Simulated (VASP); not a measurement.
# Si in VASP: a series of runs

The runs below take Si through single point, with LDA.

Everything below comes from runs of VASP 6.6.1. Logs are shortened: lines on timing, memory, paths and dates and some standing lists are left out, and cuts for length are marked.

## (1) The cell of the first run

The structure is monoclinic, space group P2_1 (No. 4). The conventional cell has a = 3.820 Å, b = 5.402 Å, c = 3.820 Å, α = 90.00°, β = 90.00°, γ = 90.00°. Within 3.0 Å of Si (site symmetry 1) lie 4 Si at 2.28 to 2.40 Å. Within 3.0 Å of Si (site symmetry 1) lie 4 Si at 2.28 to 2.40 Å.

## (2) Single point, LDA (mode 4 frozen in at -0.084 Å and mode 9 at -0.040 Å (largest displacements))

Contents of INCAR:

```
PREC = Accurate ; ENCUT = 520
EDIFF = 1E-6 ; ISMEAR = 0
SIGMA = 0.05 ; LREAL = F
LASPH = T ; NELM = 80
ALGO = Normal ; ISIF = 2
LWAVE = F ; LCHARG = F
GGA = CA ; NBANDS = 16
```

Contents of KPOINTS:

```
Automatic mesh
0
Gamma
  10 10 6
```

Contents of POSCAR:

```
Si
1.0
    0.0000000000     -2.7007989451     -2.7007989451
    0.0000000000      2.7007989451     -2.7007989451
    5.4015978902      0.0000000000      0.0000000000
Si
4
Direct
    0.5266199060      0.4824657518      0.0000000000
   -0.0266199060      0.0175342482      0.5000000000
    0.0066404630      0.5112477809      0.2500000000
    0.4933595370     -0.0112477809      0.7500000000
```

Potentials or basis: VASP PAW LDA potentials, release 64 (Si).

On the command line:

```
$ cat potpaw_LDA.64/Si/POTCAR > POTCAR
$ mpirun -np 1 vasp_std > vasp.out
```

OUTCAR:

```text
PREC = Accurate
   ENCUT = 520
   EDIFF = 1E-6
   ISMEAR = 0
   LREAL = F
   LASPH = T
   NELM = 80
   ISIF = 2
   GGA = CA

 ion  position               nearest neighbor table
   1  0.527  0.482  0.000-   3 2.28   4 2.32   4 2.36   3 2.40
   2  0.973  0.018  0.500-   4 2.28   3 2.32   3 2.36   4 2.40
   3  0.007  0.511  0.250-   1 2.28   2 2.32   2 2.36   1 2.40
   4  0.493  0.989  0.750-   2 2.28   1 2.32   1 2.36   2 2.40

  LATTYP: Found a simple tetragonal cell.
 ALAT       =     3.8195064974
 C/A-ratio  =     1.4142135624

  Lattice vectors:

 A1 = (   0.0000000000,  -2.7007989451,  -2.7007989451)
 A2 = (   0.0000000000,   2.7007989451,  -2.7007989451)
 A3 = (   5.4015978902,   0.0000000000,   0.0000000000)

Analysis of symmetry for initial positions (statically):
=====================================================================
 Subroutine PRICEL returns:
 Original cell was already a primitive cell.

 Routine SETGRP: Setting up the symmetry group for a
 simple tetragonal supercell.

 Subroutine GETGRP returns: Found  2 space group operations
 (whereof  1 operations were pure point group operations)
 out of a pool of 16 trial point group operations.

The static configuration has the point symmetry C_1 .
 The point group associated with its full space group is C_2 .

Analysis of symmetry for dynamics (positions and initial velocities):
=====================================================================
 Subroutine PRICEL returns:
 Original cell was already a primitive cell.

 Routine SETGRP: Setting up the symmetry group for a
 simple tetragonal supercell.

 Subroutine GETGRP returns: Found  2 space group operations
 (whereof  1 operations were pure point group operations)
 out of a pool of 16 trial point group operations.

The dynamic configuration has the point symmetry C_1 .
 The point group associated with its full space group is C_2 .

 Subroutine INISYM returns: Found  2 space group operations
 (whereof  1 operations are pure point group operations),
 and found     1 'primitive' translations

----------------------------------------------------------------------------------------

                                     Primitive cell

  volume of cell :      78.8019

  direct lattice vectors                    reciprocal lattice vectors
     0.000000000 -2.700798945 -2.700798945     0.000000000 -0.185130404 -0.185130404
     0.000000000  2.700798945 -2.700798945     0.000000000  0.185130404 -0.185130404
     5.401597890  0.000000000  0.000000000     0.185130404  0.000000000  0.000000000

  length of vectors
     3.819506497  3.819506497  5.401597890     0.261813928  0.261813928  0.185130404

  position of ions in fractional coordinates (direct lattice)
     0.526619906  0.482465752  0.000000000
     0.973380094  0.017534248  0.500000000
     0.006640463  0.511247781  0.250000000
     0.493359537  0.988752219  0.750000000

  ion indices of the primitive-cell ions
   primitive index   ion index
                 1           1
                 2           2
                 3           3
                 4           4

----------------------------------------------------------------------------------------

 KPOINTS: Automatic mesh

Automatic generation of k-mesh.
 Grid dimensions read from file:
 generate k-points for:   10   10    6

 Generating k-lattice:

  Cartesian coordinates                     Fractional coordinates (reciprocal lattice)
     0.000000000 -0.018513040 -0.018513040     0.100000000  0.000000000  0.000000000
     0.000000000  0.018513040 -0.018513040     0.000000000  0.100000000  0.000000000
     0.030855067  0.000000000  0.000000000     0.000000000  0.000000000  0.166666667

  Length of vectors
     0.026181393  0.026181393  0.030855067

  Shift w.r.t. Gamma in fractional coordinates (k-lattice)
     0.000000000  0.000000000  0.000000000

 Subroutine IBZKPT returns following result:
 ===========================================

 Found    208 irreducible k-points:

 Following reciprocal coordinates:
            Coordinates               Weight
  0.000000  0.000000  0.000000      1.000000
  0.100000  0.000000  0.000000      2.000000
  0.000000  0.100000  0.000000      2.000000
  0.200000  0.000000  0.000000      2.000000
  0.000000  0.200000  0.000000      2.000000
  0.300000  0.000000  0.000000      2.000000
[... 16 lines left out ...]
 -0.100000  0.400000  0.000000      2.000000
 -0.400000  0.100000  0.000000      2.000000
 [... further k-points ...]
   k-points           NKPTS =    208   k-points in BZ     NKDIM =    208   number of bands    NBANDS=     16
   number of dos      NEDOS =    301   number of ions     NIONS =      4
   total plane-waves  NPLWV =  31360
   dimension x,y,z NGX =    28 NGY =   28 NGZ =   40
   dimension x,y,z NGXF=    56 NGYF=   56 NGZF=   80
   ions per type =               4
   NGX,Y,Z   is equivalent  to a cutoff of  12.19, 12.19, 12.31 a.u.
   NGXF,Y,Z  is equivalent  to a cutoff of  24.37, 24.37, 24.62 a.u.
 SYSTEM =  unknown system
   PREC   = accura    normal or accurate (medium, high low for compatibility)
   ISTART =      0    job   : 0-new  1-cont  2-samecut
   ICHARG =      2    charge: 1-file 2-atom 10-const
   ISPIN  =      1    spin polarized calculation?
   LNONCOLLINEAR =      F non collinear calculations
   LSORBIT =      F    spin-orbit coupling
   LASPH  =      T    aspherical Exc in radial PAW
   ENCUT  =  520.0 eV  38.22 Ry    6.18 a.u.   7.10  7.10 10.04*2*pi/ulx,y,z
   NELM   =     80;   NELMIN=  2; NELMDL= -5     # of ELM steps
   EDIFF  = 0.1E-05   stopping-criterion for ELM
   LREAL  =      F    real-space projection
[... 7 lines left out ...]
   TEBEG  =    0.0;   TEEND  =   0.0 temperature during run
   PSTRESS=    0.0 pullay stress
   NELECT =      16.0000    total number of electrons
   NUPDOWN=      -1.0000    fix difference up-down
   EMIN   =  10.00;   EMAX   =-10.00  energy-range for DOS
   EFERMI =   0.00;   METHOD = LEGACY
   ISMEAR =     0;   SIGMA  =   0.05  broadening in eV -4-tet -1-fermi 0-gaus
   EFERMI_NEDOS =   21; number of points for ismear=-14 and -15
   IALGO  =     38    algorithm
   IMIX   =      4    mixing-type and parameters
     AMIX     =   0.40;   BMIX     =  1.00
     AMIX_MAG =   1.60;   BMIX_MAG =  1.00
  volume/ion in A,a.u.               =      19.70       132.95
  Fermi-wavevector in a.u.,A,eV,Ry     =   0.962209  1.818311 12.596892  0.925845
  Thomas-Fermi vector in A             =   2.091648
   LORBIT       =      0    0 simple, 1 ext, 2 COOP (PROOUT), +10 PAW based schemes
   GGA     = CA    functional components
   LHFCALC =     F    Hartree Fock is set to
   AEXX    =    0.0000 exact exchange contribution
   IVDW    =     0    specifies the selected vdW correction
   LEPSILON=     F    determine dielectric tensor
   LRPA    =     F    only Hartree local field effects (RPA)
 non-spin polarized calculation
 Gauss-broadening in eV      SIGMA  =   0.05
  energy-cutoff  :      520.00
  volume of cell :       78.80
 maximum number of plane-waves:      2138
   NGX = 15   NGY = 15   NGZ = 21

 number of electron      16.0000001 magnetization

 Free energy of the ion-electron system (eV)
  ---------------------------------------------------
  ext. energy  EPLUGINS =         0.00000000
  ---------------------------------------------------
  free energy    TOTEN  =       -23.74261890 eV

  energy without entropy =      -23.74261890  energy(sigma->0) =      -23.74261890

 E-fermi :   6.1500     XC(G=0):  -9.6704

 val. band max:        5.9548723805   @ k =   0.0000   0.0000   0.0000
 cond. band min:       6.3477816864   @ k =   0.4000   0.4000   0.0000
 fundamental gap:      0.3929093059
 Fermi energy:         6.1499602285

 k-point     1 :       0.0000    0.0000    0.0000
  band No.  band energies     occupation
      1      -6.1371      2.00000
      2      -1.9454      2.00000
      3      -1.9188      2.00000
      4       3.0381      2.00000
      5       3.0659      2.00000
      6       5.8371      2.00000
[... 8 lines left out ...]
     15      13.4282      0.00000
     16      13.6620      0.00000

 k-point     2 :       0.1000    0.0000    0.0000
  band No.  band energies     occupation
      1      -6.0488      2.00000
      2      -1.9615      2.00000
      3      -1.8458      2.00000
      4       2.5416      2.00000
      5       3.1190      2.00000
      6       5.1938      2.00000
[... 8 lines left out ...]
     15      13.1819      0.00000
     16      13.5177      0.00000

 k-point     3 :       0.0000    0.1000    0.0000
  band No.  band energies     occupation
      1      -6.0485      2.00000
      2      -1.9800      2.00000
      3      -1.8271      2.00000
      4       2.5357      2.00000
      5       3.1265      2.00000
      6       5.1929      2.00000
[... 8 lines left out ...]
     15      13.1837      0.00000
     16      13.5152      0.00000

 k-point     4 :       0.2000    0.0000    0.0000
  band No.  band energies     occupation
      1      -5.7862      2.00000
      2      -2.1389      2.00000
      3      -1.5642      2.00000
      4       1.7737      2.00000
      5       3.3268      2.00000
      6       3.9107      2.00000
[... 8 lines left out ...]
     15      12.4701      0.00000
     16      13.4518      0.00000
[... 324 lines left out ...]
 k-point    22 :       0.4000    0.1000    0.0000
  band No.  band energies     occupation
      1      -4.6946      2.00000
      2      -3.1724      2.00000
      3      -0.5028      2.00000
      4       1.4323      2.00000
      5       1.6352      2.00000
      6       2.9218      2.00000
[... 8 lines left out ...]
     15      11.3739      0.00000
     16      13.1316      0.00000

 k-point    23 :      -0.1000    0.4000    0.0000
  band No.  band energies     occupation
      1      -4.6811      2.00000
      2      -3.2044      2.00000
      3      -0.4547      2.00000
      4       1.3957      2.00000
      5       1.6360      2.00000
      6       2.9000      2.00000
[... 8 lines left out ...]
     15      11.4032      0.00000
     16      13.0681      0.00000

 k-point    24 :      -0.4000    0.1000    0.0000
  band No.  band energies     occupation
      1      -4.6946      2.00000
      2      -3.1725      2.00000
      3      -0.5033      2.00000
      4       1.4323      2.00000
      5       1.6376      2.00000
      6       2.9223      2.00000
[... 8 lines left out ...]
     15      11.3693      0.00000
     16      13.0740      0.00000

 [... further k-points ...]
[... 5 lines left out ...]
  --------------------------------------------------------------------------------------
  -------------------------------------------------------------------------------------
  Total        0.1141347     -0.1878427      0.2213863      0.0000000      0.1133635      0.0000000
  in kB        2.3205525     -3.8191623      4.5011607      0.0000000      2.3048731      0.0000000
  external PRESSURE =       1.0008503 kB  Pullay stress =       0.0000000 kB

 VOLUME and BASIS-vectors are now :
 -----------------------------------------------------------------------------
  energy-cutoff  :      520.00
  volume of cell :       78.80
      direct lattice vectors                 reciprocal lattice vectors
     0.000000000 -2.700798945 -2.700798945     0.000000000 -0.185130404 -0.185130404
     0.000000000  2.700798945 -2.700798945     0.000000000  0.185130404 -0.185130404
     5.401597890  0.000000000  0.000000000     0.185130404  0.000000000  0.000000000

 POSITION                                       TOTAL-FORCE (eV/Angst)
 -----------------------------------------------------------------------------------
      0.00000     -0.11925     -2.72534        -0.086071      0.927232      0.420169
      2.70080     -2.58155     -2.67626        -0.086071     -0.927232     -0.420169
      1.35040      1.36284     -1.39871         0.086071     -0.386917     -0.613404
      4.05120      1.33796     -4.00289         0.086071      0.386917      0.613404
 -----------------------------------------------------------------------------------
    total drift:                               -0.000006     -0.000000     -0.000000

  FREE ENERGIE OF THE ION-ELECTRON SYSTEM (eV)
  ---------------------------------------------------
  free  energy   TOTEN  =       -23.7426188985 eV

  energy  without entropy=      -23.7426188985  energy(sigma->0) =      -23.74261890
```

It took 99 s on 1 thread of AMD EPYC 9R14 (Zen 4), shared host; peak memory 0.25 GiB.

Results:

```
Free energy            : -23.7426 eV
Pressure               : 0.1 GPa
Largest force          : 1.022 eV/Å
Band gap on the k mesh : 0.39 eV, indirect (least direct gap 0.60 eV)
```

Forces on the atoms (eV/Å):
```
Si  -0.086  0.927  0.420
Si  -0.086 -0.927 -0.420
Si   0.086 -0.387 -0.613
Si   0.086  0.387  0.613
```

Caveat: the cell differs from its parent crystal (mode 4 frozen in at -0.084 Å and mode 9 at -0.040 Å (largest displacements)); forces of over 1 eV/Å act on the atoms, so gaps and moduli don't describe the material at rest. A k mesh can miss the band edges.

## (3) Single point, LDA (mode 4 frozen in at -0.126 Å and mode 9 at +0.000 Å (largest displacements))

Contents of INCAR:

```
SYSTEM = Si
ALGO = Normal ; EDIFF = 1E-6
ENCUT = 520 ; ISIF = 2
ISMEAR = 0 ; LASPH = .True.
LCHARG = .False. ; LREAL = .False.
LWAVE = .False. ; NBANDS = 16
NELM = 80 ; PREC = Accurate
SIGMA = 0.05
```

Contents of KPOINTS:

```
k-points
0
Gamma
  10 10 6
  0 0 0
```

Contents of POSCAR:

```
Si
1.0
    0.0000000000     -2.7007989451     -2.7007989451
    0.0000000000      2.7007989451     -2.7007989451
    5.4015978902      0.0000000000      0.0000000000
Si
4
Direct
    0.5249452768      0.4784134782      0.0000000000
   -0.0249452768      0.0215865218      0.5000000000
    0.0249452768      0.5215865218      0.2500000000
    0.4750547232     -0.0215865218      0.7500000000
```

Potentials or basis: VASP PAW LDA potentials, release 64 (Si).

On the command line:

```
$ cat potpaw_LDA.64/Si/POTCAR > POTCAR
$ mpirun -np 1 vasp_std > vasp.out
```

It took 1.8 min on 1 thread of Intel Xeon Platinum 8259CL at 2.50GHz (Skylake/Cascade Lake), shared host; peak memory 0.24 GiB.

It converged, with:

* Free energy: -23.7772 eV
* Pressure: -0.6 GPa
* Largest force: 0.253 eV/Å
* Band gap on the k mesh: 0.37 eV, indirect (least direct gap 0.70 eV)

Forces in eV/Å, atoms in the order of the input:
```
Si  -0.021  0.251  0.021
Si  -0.021 -0.251 -0.021
Si   0.021  0.021  0.251
Si   0.021 -0.021 -0.251
```

Stress tensor (GPa, compression positive):
```
-0.64  0.00  0.00
 0.00 -0.56  0.04
 0.00  0.04 -0.56
```

Levels at points of the mesh, in eV from the valence-band top:
```tsv
k point	band 5	band 6	band 7	band 8	band 9	band 10	band 11	band 12
(0.00, 0.00, 0.00)	-2.87	-0.22	-0.17	0.00	0.70	0.74	2.51	2.52
(0.50, 0.00, 0.00)	-3.88	-3.88	-1.35	-1.35	2.34	2.34	4.69	4.69
(0.00, 0.50, 0.00)	-3.87	-3.87	-1.36	-1.36	2.33	2.33	4.69	4.69
(0.50, 0.50, 0.00)	-2.93	-2.93	-2.89	-2.89	0.47	0.47	0.50	0.50
(0.00, 0.00, 0.50)	-1.96	-1.96	-1.92	-1.92	1.00	1.00	2.88	2.88
(0.50, 0.00, 0.50)	-1.22	-1.22	-1.21	-1.21	1.42	1.42	3.21	3.21
(0.00, 0.50, 0.50)	-1.23	-1.23	-1.21	-1.21	1.42	1.42	3.22	3.22
(0.50, 0.50, 0.50)	-3.98	-3.98	-3.98	-3.98	4.07	4.07	4.07	4.07
```

Caveat: the cell differs from its parent crystal (mode 4 frozen in at -0.126 Å and mode 9 at +0.000 Å (largest displacements)). A k mesh can miss the band edges.

## (4) Single point, LDA (mode 4 frozen in at -0.084 Å and mode 9 at +0.000 Å (largest displacements))

Contents of INCAR:

```
SYSTEM = Si
PREC = Accurate
ENCUT = 520
EDIFF = 1E-6
ISMEAR = 0
SIGMA = 0.05
LREAL = .FALSE.
LASPH = .TRUE.
NELM = 80
ALGO = Normal
ISIF = 2
LWAVE = .FALSE.
LCHARG = .TRUE.
GGA = CA
LELF = .TRUE.
LVHAR = .TRUE.
NBANDS = 16
```

Contents of KPOINTS:

```
Automatic mesh
0
G
  10 10 6
  0 0 0
```

Contents of POSCAR:

```
Si
1.0
    0.0000000000     -2.7007989451     -2.7007989451
    0.0000000000      2.7007989451     -2.7007989451
    5.4015978902      0.0000000000      0.0000000000
Si
4
Direct
    0.5166301845      0.4856089854      0.0000000000
   -0.0166301845      0.0143910146      0.5000000000
    0.0166301845      0.5143910146      0.2500000000
    0.4833698155     -0.0143910146      0.7500000000
```

On the command line:

```
$ cat potpaw_LDA.64/Si/POTCAR > POTCAR
$ mpirun -np 1 vasp_std > vasp.out
```

It took 1.7 min on 1 thread of Intel Xeon Platinum 8259CL at 2.50GHz (Skylake/Cascade Lake), shared host; peak memory 0.24 GiB.

The run converged. Its results:

- Free energy: -23.8121 eV
- Pressure: -0.2 GPa
- Largest force: 0.164 eV/Å
- Band gap on the k mesh: 0.42 eV, indirect (least direct gap 0.64 eV)

Forces on the atoms (eV/Å):
```
Si  -0.010  0.163  0.013
Si  -0.010 -0.163 -0.013
Si   0.010  0.013  0.163
Si   0.010 -0.013 -0.163
```

Levels at points of the mesh, in eV from the valence-band top:
| k point | band 6 | band 7 | band 8 | band 9 | band 10 | band 11 |
| --- | --- | --- | --- | --- | --- | --- |
| (0.00, 0.00, 0.00) | -0.11 | -0.08 | 0.00 | 0.64 | 0.66 | 2.52 |
| (0.50, 0.00, 0.00) | -3.86 | -1.35 | -1.35 | 2.36 | 2.36 | 4.73 |
| (0.00, 0.50, 0.00) | -3.86 | -1.35 | -1.35 | 2.35 | 2.35 | 4.73 |
| (0.50, 0.50, 0.00) | -2.91 | -2.89 | -2.89 | 0.53 | 0.53 | 0.54 |
| (0.00, 0.00, 0.50) | -1.94 | -1.92 | -1.92 | 1.01 | 1.01 | 2.96 |
| (0.50, 0.00, 0.50) | -1.21 | -1.21 | -1.21 | 1.46 | 1.46 | 3.25 |
| (0.00, 0.50, 0.50) | -1.22 | -1.21 | -1.21 | 1.46 | 1.46 | 3.26 |
| (0.50, 0.50, 0.50) | -3.96 | -3.96 | -3.96 | 4.13 | 4.13 | 4.13 |

Caveat: the cell differs from its parent crystal (mode 4 frozen in at -0.084 Å and mode 9 at +0.000 Å (largest displacements)). A k mesh can miss the band edges.
